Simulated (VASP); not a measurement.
# MgBe2SeO2 (P6/mmm) in VASP: a series of runs

MgBe2SeO2 is run at these levels: PBE; tasks: single point, relaxation of cell and atoms.

Everything below comes from runs of VASP 6.6.1. Logs are shortened: lines on timing, memory, paths and dates and some standing lists are left out, and cuts for length are marked.

## 1. The cell of the first run

It takes space group P6/mmm (No. 191, hexagonal). The conventional cell has a = 4.162 Å, b = 4.162 Å, c = 4.627 Å, α = 90.00°, β = 90.00°, γ = 120.00°. Within 3.1 Å of Mg (site symmetry 6/mmm) lie 2 Se at 2.31 Å and 6 O at 2.40 Å. Within 3.1 Å of Be (site symmetry -6m2) lie 2 O at 2.31 Å and 3 Be at 2.40 Å and 3 Se at 2.40 Å. Within 3.1 Å of Se (site symmetry 6/mmm) lie 2 Mg at 2.31 Å and 6 Be at 2.40 Å. O (site symmetry -6m2) has 2 Be at 2.31 Å and 3 O at 2.40 Å and 3 Mg at 2.40 Å within 3.1 Å.

## 2. Single point, PBE

INCAR

```
SYSTEM = MgBe2SeO2
PREC     = Accurate       ! precision mode
ENCUT    = 520            ! plane-wave cutoff, eV
EDIFF    = 1E-6           ! SCF threshold, eV
ISMEAR   = 0              ! smearing method
SIGMA    = 0.1            ! smearing width, eV
LREAL    = .False.        ! projectors in reciprocal space
LASPH    = .True.         ! aspherical terms in the spheres
NELM     = 60             ! most SCF steps
ALGO     = Normal         ! electronic algorithm
ISIF     = 2              ! what is computed and relaxed
LWAVE    = .False.        ! write WAVECAR
LCHARG   = .False.        ! write CHGCAR
GGA      = PE             ! functional
NBANDS   = 21             ! bands
```

KPOINTS

```
regular mesh
0
Gamma
  6 6 4
  0 0 0
```

POSCAR

```
MgBe2SeO2
1.0
    4.1622439856     -0.0000000027      0.0000000000
   -2.0811219905      3.6046090296      0.0000000000
    0.0000000000      0.0000000000      4.6272414676
Mg Be Se O
1 2 1 2
Direct
    0.0000000000      0.0000000000      0.0000000000
    0.3333333333      0.6666666667      0.5000000000
    0.6666666667      0.3333333333      0.5000000000
    0.0000000000      0.0000000000      0.5000000000
    0.3333333333      0.6666666667      0.0000000000
    0.6666666667      0.3333333333      0.0000000000
```

Potentials or basis: VASP PAW PBE potentials, release 64 (Mg, Be, Se, O).

Command:

```console
$ cat potpaw_PBE.64/Mg/POTCAR potpaw_PBE.64/Be/POTCAR potpaw_PBE.64/Se/POTCAR potpaw_PBE.64/O/POTCAR > POTCAR
$ mpirun -np 1 vasp_std > vasp.out
```

OUTCAR:

```text
SYSTEM = MgBe2SeO2
   PREC = Accurate
   ENCUT = 520
   EDIFF = 1E-6
   ISMEAR = 0
   LREAL = .False.
   LASPH = .True.
   NELM = 60
   ISIF = 2
   GGA = PE

 ion  position               nearest neighbor table
   1  0.000  0.000  0.000-   4 2.31   4 2.31   6 2.40   5 2.40   5 2.40   6 2.40   6 2.40   5 2.40

   2  0.333  0.667  0.500-   4 2.40   4 2.40   4 2.40
   3  0.667  0.333  0.500-   4 2.40   4 2.40   4 2.40
   4  0.000  0.000  0.500-   1 2.31   1 2.31   3 2.40   2 2.40   2 2.40   3 2.40   3 2.40   2 2.40

   5  0.333  0.667  0.000-   1 2.40   1 2.40   1 2.40
   6  0.667  0.333  0.000-   1 2.40   1 2.40   1 2.40

  LATTYP: Found a hexagonal cell.
 ALAT       =     4.1622439856
 C/A-ratio  =     1.1117179780

  Lattice vectors:

 A1 = (   4.1622439856,  -0.0000000027,   0.0000000000)
 A2 = (  -2.0811219905,   3.6046090296,   0.0000000000)
 A3 = (   0.0000000000,   0.0000000000,   4.6272414676)

Analysis of symmetry for initial positions (statically):
=====================================================================
 Subroutine PRICEL returns:
 Original cell was already a primitive cell.

 Routine SETGRP: Setting up the symmetry group for a
 hexagonal supercell.

 Subroutine GETGRP returns: Found 24 space group operations
 (whereof 24 operations were pure point group operations)
 out of a pool of 24 trial point group operations.

The static configuration has the point symmetry D_6h.

Analysis of symmetry for dynamics (positions and initial velocities):
=====================================================================
 Subroutine PRICEL returns:
 Original cell was already a primitive cell.

 Routine SETGRP: Setting up the symmetry group for a
 hexagonal supercell.

 Subroutine GETGRP returns: Found 24 space group operations
 (whereof 24 operations were pure point group operations)
 out of a pool of 24 trial point group operations.

The dynamic configuration has the point symmetry D_6h.

 Subroutine INISYM returns: Found 24 space group operations
 (whereof 24 operations are pure point group operations),
 and found     1 'primitive' translations

----------------------------------------------------------------------------------------

                                     Primitive cell

  volume of cell :      69.4237

  direct lattice vectors                    reciprocal lattice vectors
     4.162243986 -0.000000003  0.000000000     0.240255017  0.138711299  0.000000000
    -2.081121990  3.604609030  0.000000000     0.000000000  0.277422598  0.000000000
     0.000000000  0.000000000  4.627241468     0.000000000  0.000000000  0.216111480

  length of vectors
     4.162243986  4.162243986  4.627241468     0.277422598  0.277422598  0.216111480

  position of ions in fractional coordinates (direct lattice)
     0.000000000  0.000000000  0.000000000
     0.333333333  0.666666667  0.500000000
     0.666666667  0.333333333  0.500000000
     0.000000000  0.000000000  0.500000000
     0.333333333  0.666666667  0.000000000
     0.666666667  0.333333333  0.000000000

  ion indices of the primitive-cell ions
   primitive index   ion index
                 1           1
                 2           2
                 3           3
                 4           4
                 5           5
                 6           6

----------------------------------------------------------------------------------------

 KPOINTS: regular mesh

Automatic generation of k-mesh.
 Grid dimensions read from file:
 generate k-points for:    6    6    4

 Generating k-lattice:

  Cartesian coordinates                     Fractional coordinates (reciprocal lattice)
     0.040042503  0.023118550  0.000000000     0.166666667  0.000000000  0.000000000
     0.000000000  0.046237100  0.000000000     0.000000000  0.166666667  0.000000000
     0.000000000  0.000000000  0.054027870     0.000000000  0.000000000  0.250000000

  Length of vectors
     0.046237100  0.046237100  0.054027870

  Shift w.r.t. Gamma in fractional coordinates (k-lattice)
     0.000000000  0.000000000  0.000000000

 Subroutine IBZKPT returns following result:
 ===========================================

 Found     21 irreducible k-points:

 Following reciprocal coordinates:
            Coordinates               Weight
  0.000000  0.000000  0.000000      1.000000
  0.166667  0.000000  0.000000      6.000000
  0.333333 -0.000000  0.000000      6.000000
  0.500000 -0.000000  0.000000      3.000000
  0.166667  0.166667  0.000000      6.000000
  0.333333  0.166667  0.000000     12.000000
[... 13 lines left out ...]
  0.333333  0.166667  0.500000     12.000000
  0.333333  0.333333  0.500000      2.000000
   k-points           NKPTS =     21   k-points in BZ     NKDIM =     21   number of bands    NBANDS=     21
   number of dos      NEDOS =    301   number of ions     NIONS =      6
   total plane-waves  NPLWV =  36864
   dimension x,y,z NGX =    32 NGY =   32 NGZ =   36
   dimension x,y,z NGXF=    64 NGYF=   64 NGZF=   72
   ions per type =               1   2   1   2
   NGX,Y,Z   is equivalent  to a cutoff of  12.78, 12.78, 12.93 a.u.
   NGXF,Y,Z  is equivalent  to a cutoff of  25.56, 25.56, 25.87 a.u.
 SYSTEM =  MgBe2SeO2
   PREC   = accura    normal or accurate (medium, high low for compatibility)
   ISTART =      0    job   : 0-new  1-cont  2-samecut
   ICHARG =      2    charge: 1-file 2-atom 10-const
   ISPIN  =      1    spin polarized calculation?
   LNONCOLLINEAR =      F non collinear calculations
   LSORBIT =      F    spin-orbit coupling
   LASPH  =      T    aspherical Exc in radial PAW
   ENCUT  =  520.0 eV  38.22 Ry    6.18 a.u.   7.74  7.74  8.60*2*pi/ulx,y,z
   NELM   =     60;   NELMIN=  2; NELMDL= -5     # of ELM steps
   EDIFF  = 0.1E-05   stopping-criterion for ELM
   LREAL  =      F    real-space projection
   EDIFFG = 0.1E-04   stopping-criterion for IOM
   NSW    =      0    number of steps for IOM
   IBRION =     -1    ionic relax: 0-MD 1-quasi-New 2-CG
   NFREE  =      0    steps in history (QN), initial steepest desc. (CG)
   ISIF   =      2    stress and relaxation
   ISYM   =      2    0-nonsym 1-usesym 2-fastsym
   POTIM  = 0.5000    time-step for ionic-motion
   TEBEG  =    0.0;   TEEND  =   0.0 temperature during run
   PSTRESS=    0.0 pullay stress
   NELECT =      24.0000    total number of electrons
   NUPDOWN=      -1.0000    fix difference up-down
   EMIN   =  10.00;   EMAX   =-10.00  energy-range for DOS
   EFERMI =   0.00;   METHOD = LEGACY
   ISMEAR =     0;   SIGMA  =   0.10  broadening in eV -4-tet -1-fermi 0-gaus
   EFERMI_NEDOS =   21; number of points for ismear=-14 and -15
   IALGO  =     38    algorithm
   IMIX   =      4    mixing-type and parameters
     AMIX     =   0.40;   BMIX     =  1.00
     AMIX_MAG =   1.60;   BMIX_MAG =  1.00
  volume/ion in A,a.u.               =      11.57        78.08
  Fermi-wavevector in a.u.,A,eV,Ry     =   1.148972  2.171241 17.961537  1.320136
  Thomas-Fermi vector in A             =   2.285644
   LORBIT       =      0    0 simple, 1 ext, 2 COOP (PROOUT), +10 PAW based schemes
   GGA     = PE    functional components
   LHFCALC =     F    Hartree Fock is set to
   AEXX    =    0.0000 exact exchange contribution
   IVDW    =     0    specifies the selected vdW correction
   LEPSILON=     F    determine dielectric tensor
   LRPA    =     F    only Hartree local field effects (RPA)
 non-spin polarized calculation
 Gauss-broadening in eV      SIGMA  =   0.10
  energy-cutoff  :      520.00
  volume of cell :       69.42
 maximum number of plane-waves:      1901
 NGX is ok and might be reduce to    32
   NGX = 15   NGY = 15   NGZ = 17

 number of electron      24.0000008 magnetization

 Free energy of the ion-electron system (eV)
  ---------------------------------------------------
  ext. energy  EPLUGINS =         0.00000000
  ---------------------------------------------------
  free energy    TOTEN  =       -23.60574185 eV

  energy without entropy =      -23.58445777  energy(sigma->0) =      -23.59509981

 E-fermi :   4.9019     XC(G=0): -10.4409

 val. band max:        4.8858262452   @ k =   0.5000  -0.0000   0.0000
 cond. band min:       4.9039248750   @ k =   0.3333   0.1667   0.0000
 fundamental gap:      0.0180986298
 Fermi energy:         4.9018774580

 k-point     1 :       0.0000    0.0000    0.0000
  band No.  band energies     occupation
      1     -12.9136      2.00000
      2     -10.6371      2.00000
      3     -10.1854      2.00000
      4      -1.4555      2.00000
      5       0.1085      2.00000
      6       0.1085      2.00000
[... 13 lines left out ...]
     20      12.7145      0.00000
     21      14.6219      0.00000

 k-point     2 :       0.1667    0.0000    0.0000
  band No.  band energies     occupation
      1     -12.7746      2.00000
      2     -10.7809      2.00000
      3     -10.1515      2.00000
      4      -1.2161      2.00000
      5      -0.9782      2.00000
      6      -0.5164      2.00000
[... 13 lines left out ...]
     20      12.9876      0.00000
     21      14.4525      0.00000

 k-point     3 :       0.3333   -0.0000    0.0000
  band No.  band energies     occupation
      1     -12.4056      2.00000
      2     -11.1536      2.00000
      3     -10.0865      2.00000
      4      -2.1642      2.00000
      5      -1.2118      2.00000
      6      -0.5358      2.00000
[... 13 lines left out ...]
     20      12.6498      0.00000
     21      14.1745      0.00000
[... 385 lines left out ...]
 k-point    20 :       0.3333    0.1667    0.5000
  band No.  band energies     occupation
      1     -12.0588      2.00000
      2     -11.3951      2.00000
      3     -10.0511      2.00000
      4      -3.0328      2.00000
      5      -1.7416      2.00000
      6      -1.0983      2.00000
[... 13 lines left out ...]
     20      13.5836      0.00000
     21      13.6384      0.00000

 k-point    21 :       0.3333    0.3333    0.5000
  band No.  band energies     occupation
      1     -11.7308      2.00000
      2     -11.7308      2.00000
      3      -9.9842      2.00000
      4      -2.6990      2.00000
      5      -2.6990      2.00000
      6      -1.3159      2.00000
[... 13 lines left out ...]
     20      13.3757      0.00000
     21      14.9862      0.00000

------------------------ aborting loop because EDIFF is reached ----------------------------------------

  FORCE on cell =-STRESS in cart. coord.  units (eV):
  Direction    XX          YY          ZZ          XY          YZ          ZX
  --------------------------------------------------------------------------------------
  -------------------------------------------------------------------------------------
  Total       -0.0712070     -0.0712070      0.0536146      0.0000000      0.0000000      0.0000000
  in kB       -1.6433333     -1.6433333      1.2373316      0.0000000      0.0000000      0.0000000
  external PRESSURE =      -0.6831117 kB  Pullay stress =       0.0000000 kB

 VOLUME and BASIS-vectors are now :
 -----------------------------------------------------------------------------
  energy-cutoff  :      520.00
  volume of cell :       69.42
      direct lattice vectors                 reciprocal lattice vectors
     4.162243986 -0.000000003  0.000000000     0.240255017  0.138711299  0.000000000
    -2.081121990  3.604609030  0.000000000     0.000000000  0.277422598  0.000000000
     0.000000000  0.000000000  4.627241468     0.000000000  0.000000000  0.216111480

 POSITION                                       TOTAL-FORCE (eV/Angst)
 -----------------------------------------------------------------------------------
      0.00000      0.00000      0.00000        -0.000000      0.000000      0.000000
      0.00000      2.40307      2.31362        -0.000000     -0.000000     -0.000000
      2.08112      1.20154      2.31362        -0.000000      0.000000      0.000000
      0.00000      0.00000      2.31362        -0.000000      0.000000      0.000000
      0.00000      2.40307      0.00000         0.000000     -0.000000     -0.000000
      2.08112      1.20154      0.00000        -0.000000      0.000000      0.000000
 -----------------------------------------------------------------------------------
    total drift:                               -0.000000      0.000000     -0.000000

  FREE ENERGIE OF THE ION-ELECTRON SYSTEM (eV)
  ---------------------------------------------------
  free  energy   TOTEN  =       -23.6057418482 eV

  energy  without entropy=      -23.5844577738  energy(sigma->0) =      -23.59509981
```

Run time: 66 s. Hardware: 1 thread of Intel Xeon 6975P-C, shared host; peak memory 0.17 GiB.

What came out:

- Free energy: -23.6057 eV
- Pressure: -0.1 GPa
- Band gap on the k mesh: zero (band 12 reaches 5.34 eV, above the bottom of band 13 at 4.22 eV)

Stress tensor (GPa, compression positive):
```
-0.16  0.00  0.00
 0.00 -0.16  0.00
 0.00  0.00  0.12
```

Levels at points of the mesh, in eV from the Fermi level:
```
           k point  band 10  band 11  band 12  band 13  band 14  band 15
(0.00, 0.00, 0.00)    -1.79    -1.31    -0.57    -0.57     0.03     0.03
(0.50, 0.00, 0.00)    -2.32    -0.98    -0.76    -0.02     4.96     5.27
(0.00, 0.00, 0.50)    -1.84    -1.04    -1.04    -0.68    -0.68     0.75
(0.50, 0.00, 0.50)    -1.75    -1.03     0.03     0.86     2.31     5.23
```

## 3. Relaxation of cell and atoms, PBE

This run uses another cell than the first one, of 12.80 Å³/atom, 1.106 times its volume.

INCAR

```
ALGO = Normal
EDIFF = 1E-6
EDIFFG = -0.04
ENCUT = 600
GGA = PE
IBRION = 2
ISIF = 3
ISMEAR = 0
LASPH = True
LCHARG = False
LREAL = False
LWAVE = False
NELM = 60
NSW = 90
PREC = Accurate
SIGMA = 0.1
```

KPOINTS

```
k-points
0
Gamma
  6 6 4
```

POSCAR

```
MgBe2SeO2
1.0
    4.5115195500      0.0000000000      0.0000000000
   -2.2557597700      3.9070905400      0.0000000000
    0.0000000000      0.0000000000      4.3562361100
Mg Be Se O
1 2 1 2
Direct
    0.0000000000      0.0000000000      0.0000000000
    0.3333333300      0.6666666700      0.5000000000
    0.6666666700      0.3333333300      0.5000000000
    0.0000000000      0.0000000000      0.5000000000
    0.3333333300      0.6666666700      0.0000000000
    0.6666666700      0.3333333300      0.0000000000
```

Potentials or basis: VASP PAW PBE potentials, release 64 (Mg, Be, Se, O).

Command:

```console
$ cat potpaw_PBE.64/Mg/POTCAR potpaw_PBE.64/Be/POTCAR potpaw_PBE.64/Se/POTCAR potpaw_PBE.64/O/POTCAR > POTCAR
$ mpirun -np 1 vasp_std > vasp.out
```

It took 7 min on 1 thread of Intel Xeon 6975P-C, shared host; peak memory 0.22 GiB.

Results (log left out):

| Item | Value |
| --- | --- |
| Free energy | -23.6170 eV |
| Relaxed volume | 11.51 Å³/atom |
| Relaxed cell | a = 4.151 Å, b = 4.151 Å, c = 4.627 Å, α = 90.00°, β = 90.00°, γ = 120.00° |
| Space group after relaxing (to 0.05 Å) | P6/mmm (No. 191) |
| Energy gained by relaxing | 55.6 meV/atom |
| Ionic steps | 7 |
| Pressure after relaxing | 0.3 GPa |
| Band gap on the k mesh | zero (band 12 reaches 5.39 eV, above the bottom of band 13 at 4.25 eV) |

Stress tensor (GPa, compression positive):
```
0.27 0.00 0.00
0.00 0.27 0.00
0.00 0.00 0.37
```

The path:
```tsv
step	energy change (eV)	largest force (eV/Å)	pressure (GPa)	volume (Å³)
1	0.0000	0.0000	-4.63	76.79
2	-0.1422	0.0000	-1.33	72.73
3	-0.1977	0.0000	1.91	69.50
4	-0.2025	0.0000	3.57	68.16
5	-0.2850	0.0000	3.31	67.49
6	-0.3054	0.0000	3.76	66.78
7	-0.3336	0.0000	0.30	69.06
```

Final structure:
```cif
data_structure
_symmetry_space_group_name_H-M 'P 1'
_symmetry_Int_Tables_number 1
_cell_length_a 4.1514
_cell_length_b 4.1514
_cell_length_c 4.6273
_cell_angle_alpha 90.000
_cell_angle_beta 90.000
_cell_angle_gamma 120.000
_cell_volume 69.06
loop_
_atom_site_label
_atom_site_type_symbol
_atom_site_fract_x
_atom_site_fract_y
_atom_site_fract_z
_atom_site_occupancy
Mg1 Mg 0.00000 0.00000 0.00000 1
Be1 Be 0.33333 0.66667 0.50000 1
Be2 Be 0.66667 0.33333 0.50000 1
Se1 Se 0.00000 0.00000 0.50000 1
O1 O 0.33333 0.66667 0.00000 1
O2 O 0.66667 0.33333 0.00000 1
```

Levels at points of the mesh, in eV from the Fermi level:
| k point | band 10 | band 11 | band 12 | band 13 | band 14 | band 15 |
| --- | --- | --- | --- | --- | --- | --- |
| (0.00, 0.00, 0.00) | -1.79 | -1.29 | -0.58 | -0.58 | 0.01 | 0.01 |
| (0.50, 0.00, 0.00) | -2.33 | -0.98 | -0.76 | -0.01 | 5.29 | 5.47 |
| (0.00, 0.00, 0.50) | -1.84 | -1.04 | -1.04 | -0.71 | -0.71 | 0.75 |
| (0.50, 0.00, 0.50) | -1.76 | -1.03 | 0.03 | 0.86 | 2.29 | 5.23 |

Caveat: the k points lie up to 0.34 Å⁻¹ apart in the final cell.
